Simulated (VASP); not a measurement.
# BN (lda) (P6_3mc) in VASP: a series of runs

The runs below take BN (lda) through relaxation of the atoms, single point, with LDA.

All numbers are computed with VASP 6.6.1; they aren't measurements. Logs are shortened: lines on timing, memory, paths and dates and some standing lists are left out, and cuts for length are marked.

### Step 1. The cell of the first run

Symmetry: P6_3mc, No. 186, hexagonal system. Conventional cell: a = 2.497 Å, b = 2.497 Å, c = 4.133 Å, α = 90.00°, β = 90.00°, γ = 120.00°. Within 2.0 Å of B (site symmetry 3m) lie 4 N at 1.53 to 1.55 Å. Within 2.0 Å of N (site symmetry 3m) lie 4 B at 1.53 to 1.55 Å.

### Step 2. Relaxation of the atoms, LDA (strained cell)

INCAR reads:

```
SYSTEM = BN
PREC     = Accurate       ! precision mode
ENCUT    = 520            ! plane-wave cutoff, eV
EDIFF    = 1E-7           ! SCF threshold, eV
ISMEAR   = 0              ! smearing method
SIGMA    = 0.02           ! smearing width, eV
LREAL    = .FALSE.        ! projectors in reciprocal space
LASPH    = .TRUE.         ! aspherical terms in the spheres
NELM     = 80             ! most SCF steps
ALGO     = Normal         ! electronic algorithm
ISIF     = 2              ! what is computed and relaxed
LWAVE    = .FALSE.        ! write WAVECAR
LCHARG   = .FALSE.        ! write CHGCAR
GGA      = CA             ! functional
IBRION   = 2              ! ionic algorithm
NSW      = 60             ! ionic steps
EDIFFG   = -0.002         ! ionic threshold
```

KPOINTS reads:

```
regular mesh
0
G
  9 9 6
  0 0 0
```

POSCAR reads:

```
BN
1.0
    2.4974667830      0.0000000000      0.0000000000
   -1.2487333915      2.1628696792      0.0000000000
    0.0000000000      0.0000000000      4.1325840476
B N
2 2
Direct
    0.3333333333      0.6666666667     -0.0002034903
    0.6666666667      0.3333333333      0.4997965097
    0.3333333333      0.6666666667      0.3742034903
    0.6666666667      0.3333333333      0.8742034903
```

Potentials or basis: VASP PAW LDA potentials, release 64 (B, N).

Command:

```
> cat potpaw_LDA.64/B/POTCAR potpaw_LDA.64/N/POTCAR > POTCAR
> mpirun -np 1 vasp_std > vasp.out
```

OUTCAR:

```text
SYSTEM = BN
   PREC = Accurate
   ENCUT = 520
   EDIFF = 1E-7
   ISMEAR = 0
   LREAL = .FALSE.
   LASPH = .TRUE.
   NELM = 80
   ISIF = 2
   GGA = CA
   IBRION = 2
   NSW = 60
   EDIFFG = -0.002

 ion  position               nearest neighbor table
   1  0.333  0.667  1.000-   4 1.53   4 1.53   4 1.53   3 1.55
   2  0.667  0.333  0.500-   3 1.53   3 1.53   3 1.53   4 1.55
   3  0.333  0.667  0.374-   2 1.53   2 1.53   2 1.53   1 1.55
   4  0.667  0.333  0.874-   1 1.53   1 1.53   1 1.53   2 1.55

  LATTYP: Found a hexagonal cell.
 ALAT       =     2.4974667830
 C/A-ratio  =     1.6547103152

  Lattice vectors:

 A1 = (   2.4974667830,   0.0000000000,   0.0000000000)
 A2 = (  -1.2487333915,   2.1628696792,   0.0000000000)
 A3 = (   0.0000000000,   0.0000000000,   4.1325840476)

Analysis of symmetry for initial positions (statically):
=====================================================================
 Subroutine PRICEL returns:
 Original cell was already a primitive cell.

 Routine SETGRP: Setting up the symmetry group for a
 hexagonal supercell.

 Subroutine GETGRP returns: Found 12 space group operations
 (whereof  6 operations were pure point group operations)
 out of a pool of 24 trial point group operations.

The static configuration has the point symmetry C_3v.
 The point group associated with its full space group is C_6v.

Analysis of symmetry for dynamics (positions and initial velocities):
=====================================================================
 Subroutine PRICEL returns:
 Original cell was already a primitive cell.

 Routine SETGRP: Setting up the symmetry group for a
 hexagonal supercell.

 Subroutine GETGRP returns: Found 12 space group operations
 (whereof  6 operations were pure point group operations)
 out of a pool of 24 trial point group operations.

The dynamic configuration has the point symmetry C_3v.
 The point group associated with its full space group is C_6v.

 Subroutine INISYM returns: Found 12 space group operations
 (whereof  6 operations are pure point group operations),
 and found     1 'primitive' translations

----------------------------------------------------------------------------------------

                                     Primitive cell

  volume of cell :      22.3230

  direct lattice vectors                    reciprocal lattice vectors
     2.497466783  0.000000000  0.000000000     0.400405726  0.231174354  0.000000000
[... 113 lines left out ...]
  Thomas-Fermi vector in A             =   2.580988
   LORBIT       =      0    0 simple, 1 ext, 2 COOP (PROOUT), +10 PAW based schemes
   GGA     = CA    functional components
   LHFCALC =     F    Hartree Fock is set to
   AEXX    =    0.0000 exact exchange contribution
   IVDW    =     0    specifies the selected vdW correction
   LEPSILON=     F    determine dielectric tensor
   LRPA    =     F    only Hartree local field effects (RPA)
 conjugate gradient relaxation of ions
 non-spin polarized calculation
 Gauss-broadening in eV      SIGMA  =   0.02
  energy-cutoff  :      520.00
  volume of cell :       22.32
 maximum number of plane-waves:       616
 NGX is ok and might be reduce to    20
   NGX =  9   NGY =  9   NGZ = 15

--------------------------------------- Ionic step        1  -------------------------------------------

 number of electron      15.9999998 magnetization

 Free energy of the ion-electron system (eV)
  ---------------------------------------------------
  ext. energy  EPLUGINS =         0.00000000
  ---------------------------------------------------
  free energy    TOTEN  =       -38.72203388 eV

  energy without entropy =      -38.72203388  energy(sigma->0) =      -38.72203388

------------------------ aborting loop because EDIFF is reached ----------------------------------------

  FORCE on cell =-STRESS in cart. coord.  units (eV):
  Direction    XX          YY          ZZ          XY          YZ          ZX
  --------------------------------------------------------------------------------------
  -------------------------------------------------------------------------------------
  Total        1.9700642      1.9700642      1.9946264      0.0000000      0.0000000      0.0000000
  in kB      141.3966716    141.3966716    143.1595699      0.0000000      0.0000000      0.0000000
  external PRESSURE =     141.9843044 kB  Pullay stress =       0.0000000 kB
[... 63 lines left out ...]
--------------------------------------- Ionic step        3  -------------------------------------------

 number of electron      15.9999998 magnetization

 Free energy of the ion-electron system (eV)
  ---------------------------------------------------
  ext. energy  EPLUGINS =         0.00000000
  ---------------------------------------------------
  free energy    TOTEN  =       -38.72206238 eV

  energy without entropy =      -38.72206238  energy(sigma->0) =      -38.72206238

 E-fermi :   8.4660     XC(G=0): -13.3713

 val. band max:        8.2956598868   @ k =   0.0000   0.0000   0.0000
 cond. band min:      13.1290418781   @ k =   0.3333   0.3333   0.0000
 fundamental gap:      4.8333819914
 Fermi energy:         8.4660038965

 k-point     1 :       0.0000    0.0000    0.0000
  band No.  band energies     occupation
      1     -12.6302      2.00000
      2      -8.1471      2.00000
      3      -3.2159      2.00000
      4       6.0355      2.00000
      5       6.0355      2.00000
      6       7.9712      2.00000
      7       8.2957      2.00000
      8       8.2957      2.00000
      9      16.7525      0.00000
     10      16.7525      0.00000
     11      17.0891      0.00000
     12      18.6093      0.00000
[... 331 lines left out ...]
 k-point    24 :       0.3333    0.3333    0.1667
  band No.  band energies     occupation
      1      -6.8643      2.00000
      2      -6.8643      2.00000
      3      -1.4141      2.00000
      4       0.2124      2.00000
      5       0.2124      2.00000
      6       2.0299      2.00000
      7       3.4024      2.00000
      8       3.4024      2.00000
      9      13.9218      0.00000
     10      20.7076      0.00000
     11      20.7076      0.00000
     12      22.0559      0.00000

 [... further k-points ...]

------------------------ aborting loop because EDIFF is reached ----------------------------------------

  FORCE on cell =-STRESS in cart. coord.  units (eV):
  Direction    XX          YY          ZZ          XY          YZ          ZX
  --------------------------------------------------------------------------------------
  -------------------------------------------------------------------------------------
  Total        1.9643272      1.9643272      2.0016178      0.0000000      0.0000000      0.0000000
  in kB      140.9849118    140.9849118    143.6613617      0.0000000      0.0000000      0.0000000
  external PRESSURE =     141.8770618 kB  Pullay stress =       0.0000000 kB
[... 19 lines left out ...]
  FREE ENERGIE OF THE ION-ELECTRON SYSTEM (eV)
  ---------------------------------------------------
  free  energy   TOTEN  =       -38.7220623782 eV

  energy  without entropy=      -38.7220623782  energy(sigma->0) =      -38.72206238

 reached required accuracy - stopping structural energy minimisation
```

Run time: 40 s. Hardware: 1 thread of Intel Xeon 6975P-C, shared host; peak memory 0.12 GiB.

What came out:

| Quantity | Value |
| --- | --- |
| Free energy | -38.7221 eV |
| Energy gained by relaxing | 0.0 meV/atom |
| Ionic steps | 3 |
| Pressure after relaxing | 14.2 GPa |
| Band gap on the k mesh | 4.83 eV, indirect (least direct gap 8.42 eV) |

Stress tensor (GPa, compression positive):
```
14.10  0.00  0.00
 0.00 14.10  0.00
 0.00  0.00 14.37
```

Final structure:
```xyz
4
Lattice="2.4975 0.0000 0.0000 -1.2487 2.1629 0.0000 0.0000 0.0000 4.1326" Properties=species:S:1:pos:R:3 pbc="T T T"
B     0.0000    1.4419    4.1323
B     1.2487    0.7210    2.0660
N     0.0000    1.4419    1.5459
N     1.2487    0.7210    3.6122
```

Caveat: the cell differs from its parent crystal (strained cell).

### Step 3. Single point, LDA

INCAR reads:

```
SYSTEM = BN
PREC = Accurate
ENCUT = 910
EDIFF = 1E-6
ISMEAR = 0
SIGMA = 0.01
LREAL = .False.
LASPH = .True.
NELM = 120
ALGO = Normal
ISIF = 2
LWAVE = .False.
LCHARG = .False.
GGA = CA
NBANDS = 16
GGA_COMPAT = .False.
```

KPOINTS reads:

```
regular mesh
0
Gamma
  9 9 6
  0 0 0
```

POSCAR reads:

```
BN
1.0
    2.4974667830      0.0000000000      0.0000000000
   -1.2487333915      2.1628696792      0.0000000000
    0.0000000000      0.0000000000      4.1325840476
B N
2 2
Direct
    0.3333333333      0.6666666667     -0.0000920766
    0.6666666667      0.3333333333      0.4999079234
    0.3333333333      0.6666666667      0.3740920766
    0.6666666667      0.3333333333      0.8740920766
```

Potentials or basis: VASP PAW LDA potentials, release 64 (B_h, N_h).

Command:

```
> cat potpaw_LDA.64/B_h/POTCAR potpaw_LDA.64/N_h/POTCAR > POTCAR
> mpirun -np 1 vasp_std > vasp.out
```

It used 110 s of CPU time on 1 thread of AMD EPYC 7R13 Processor (Zen 3), on a shared host.

The run converged. Its results:

- Free energy: -38.7342 eV
- Pressure: 13.6 GPa
- Largest force: 0.003 eV/Å
- Band gap on the k mesh: 4.84 eV, indirect (least direct gap 8.42 eV)

Forces on the atoms (eV/Å):
```
B    0.000  0.000  0.003
B    0.000  0.000  0.003
N    0.000  0.000 -0.003
N    0.000  0.000 -0.003
```

Stress tensor (GPa, compression positive):
```
13.50  0.00  0.00
 0.00 13.50  0.00
 0.00  0.00 13.77
```

Levels at points of the mesh, in eV from the valence-band top:
```tsv
k point	band 6	band 7	band 8	band 9	band 10	band 11
(0.00, 0.00, 0.00)	-0.32	0.00	0.00	8.46	8.46	8.80
(0.00, 0.00, 0.50)	-1.26	-1.26	-1.26	9.98	9.98	10.10
```

Caveat: the cutoff is under 1.25 times the usual one of these potentials, so pressure, stress and relaxed cells hold a basis-set (Pulay) error. LDA gaps usually lie below the measured ones, often by a third to a half.

### Step 4. Single point, LDA (strained cell)

INCAR reads:

```
PREC     = Accurate       # precision mode
ENCUT    = 910            # plane-wave cutoff, eV
EDIFF    = 1E-6           # SCF threshold, eV
ISMEAR   = 0              # smearing method
SIGMA    = 0.02           # smearing width, eV
LREAL    = F              # projectors in reciprocal space
LASPH    = T              # aspherical terms in the spheres
NELM     = 120            # most SCF steps
ALGO     = Normal         # electronic algorithm
ISIF     = 2              # what is computed and relaxed
LWAVE    = F              # write WAVECAR
LCHARG   = F              # write CHGCAR
GGA      = CA             # functional
NBANDS   = 16             # bands
GGA_COMPAT= F
```

KPOINTS reads:

```
Automatic mesh
0
Gamma
  9 9 6
```

POSCAR is that of step 3.

Potentials or basis: VASP PAW LDA potentials, release 64 (B_h, N_h).

Command:

```
> cat potpaw_LDA.64/B_h/POTCAR potpaw_LDA.64/N_h/POTCAR > POTCAR
> mpirun -np 1 vasp_std > vasp.out
```

OUTCAR:

```text
PREC = Accurate
   ENCUT = 910
   EDIFF = 1E-6
   ISMEAR = 0
   LREAL = F
   LASPH = T
   NELM = 120
   ISIF = 2
   GGA = CA

 ion  position               nearest neighbor table
   1  0.333  0.667  1.000-
   2  0.667  0.333  0.500-
   3  0.333  0.667  0.374-
   4  0.667  0.333  0.874-

  LATTYP: Found a hexagonal cell.
[... 656 lines left out ...]

  FORCE on cell =-STRESS in cart. coord.  units (eV):
  Direction    XX          YY          ZZ          XY          YZ          ZX
  --------------------------------------------------------------------------------------
  -------------------------------------------------------------------------------------
  Total        1.8802984      1.8802984      1.9181519      0.0000000      0.0000000      0.0000000
  in kB      134.9539446    134.9539446    137.6707912      0.0000000      0.0000000      0.0000000
  external PRESSURE =     135.8595601 kB  Pullay stress =       0.0000000 kB

 VOLUME and BASIS-vectors are now :
 -----------------------------------------------------------------------------
  energy-cutoff  :      910.00
  volume of cell :       22.32
      direct lattice vectors                 reciprocal lattice vectors
     2.497466783  0.000000000  0.000000000     0.400405726  0.231174354  0.000000000
    -1.248733392  2.162869679  0.000000000     0.000000000  0.462348707  0.000000000
     0.000000000  0.000000000  4.132584048     0.000000000  0.000000000  0.241979350

 POSITION                                       TOTAL-FORCE (eV/Angst)
 -----------------------------------------------------------------------------------
     -0.00000      1.44191      4.13220        -0.000000     -0.000000      0.003079
      1.24873      0.72096      2.06591         0.000000     -0.000000      0.003079
     -0.00000      1.44191      1.54597        -0.000000      0.000000     -0.003079
      1.24873      0.72096      3.61226         0.000000     -0.000000     -0.003079
 -----------------------------------------------------------------------------------
    total drift:                               -0.000000      0.000000     -0.000917

  FREE ENERGIE OF THE ION-ELECTRON SYSTEM (eV)
  ---------------------------------------------------
  free  energy   TOTEN  =       -38.7342079414 eV

  energy  without entropy=      -38.7342079414  energy(sigma->0) =      -38.73420794
```

OSZICAR:

```text
N       E                     dE             d eps       ncg     rms          rms(c)
DAV:   1     0.580494313526E+02    0.58049E+02   -0.11883E+04  1536   0.153E+03
DAV:   2    -0.358347062356E+02   -0.93884E+02   -0.85206E+02  2240   0.253E+02
DAV:   3    -0.410677246123E+02   -0.52330E+01   -0.52043E+01  2016   0.551E+01
DAV:   4    -0.410962568891E+02   -0.28532E-01   -0.28528E-01  1768   0.478E+00
DAV:   5    -0.410964473902E+02   -0.19050E-03   -0.19050E-03  1944   0.371E-01    0.902E+00
DAV:   6    -0.390076513225E+02    0.20888E+01   -0.24394E+00  1904   0.137E+01    0.342E+00
DAV:   7    -0.387944806633E+02    0.21317E+00   -0.45831E-01  2016   0.520E+00    0.176E+00
DAV:   8    -0.387357951371E+02    0.58686E-01   -0.70542E-02  1952   0.208E+00    0.269E-01
DAV:   9    -0.387343820557E+02    0.14131E-02   -0.52760E-03  1848   0.706E-01    0.137E-01
DAV:  10    -0.387342090347E+02    0.17302E-03   -0.56215E-04  1736   0.252E-01    0.224E-02
DAV:  11    -0.387342086030E+02    0.43174E-06   -0.74134E-05  2048   0.742E-02    0.864E-03
DAV:  12    -0.387342079414E+02    0.66164E-06   -0.46445E-06  1728   0.210E-02
   1 F= -.38734208E+02 E0= -.38734208E+02  d E =-.913050E-23
```

Wall time 63 s (1 thread of AMD EPYC 7R43 (Zen 3), shared host); peak memory 0.12 GiB.

Results:

* Free energy: -38.7342 eV
* Pressure: 13.6 GPa
* Largest force: 0.003 eV/Å
* Band gap on the k mesh: 4.84 eV, indirect (least direct gap 8.42 eV)

Forces in eV/Å, atoms in the order of the input:
```
B    0.000  0.000  0.003
B    0.000  0.000  0.003
N    0.000  0.000 -0.003
N    0.000  0.000 -0.003
```

Levels at points of the mesh, in eV from the valence-band top:
| k point | band 5 | band 6 | band 7 | band 8 | band 9 | band 10 | band 11 | band 12 |
| --- | --- | --- | --- | --- | --- | --- | --- | --- |
| (0.00, 0.00, 0.00) | -2.26 | -0.32 | 0.00 | 0.00 | 8.46 | 8.46 | 8.80 | 10.32 |
| (0.00, 0.00, 0.50) | -1.26 | -1.26 | -1.26 | -1.26 | 9.98 | 9.98 | 10.10 | 10.10 |

Caveat: the cell differs from its parent crystal (strained cell); the cutoff is under 1.25 times the usual one of these potentials, so pressure, stress and relaxed cells hold a basis-set (Pulay) error.

### Step 5. Overview

| task | potentials or basis | cell | cutoff (eV) | smearing | second run | gap on the mesh (eV) | pressure (GPa) |
| --- | --- | --- | --- | --- | --- | --- | --- |
| relaxation of the atoms | VASP PAW LDA potentials, release 64 (B, N) | atoms relaxed | 520 | gaussian 0.02 eV | - | 4.83 | 14.2 |
| single point | VASP PAW LDA potentials, release 64 (B_h, N_h) | as given | 910 | gaussian 0.01 eV | hard_potentials | 4.84 | 13.6 |
| single point | VASP PAW LDA potentials, release 64 (B_h, N_h) | as given | 910 | gaussian 0.02 eV | hard_potentials | 4.84 | 13.6 |

Alike in all rows: level LDA; no spin polarisation; k mesh 9 × 9 × 6.

Caveats: the cutoff is under 1.25 times the usual one of these potentials, so pressure, stress and relaxed cells hold a basis-set (Pulay) error (some runs).

Total energies depend on the potentials used, so only differences within one code and one set of settings carry meaning.
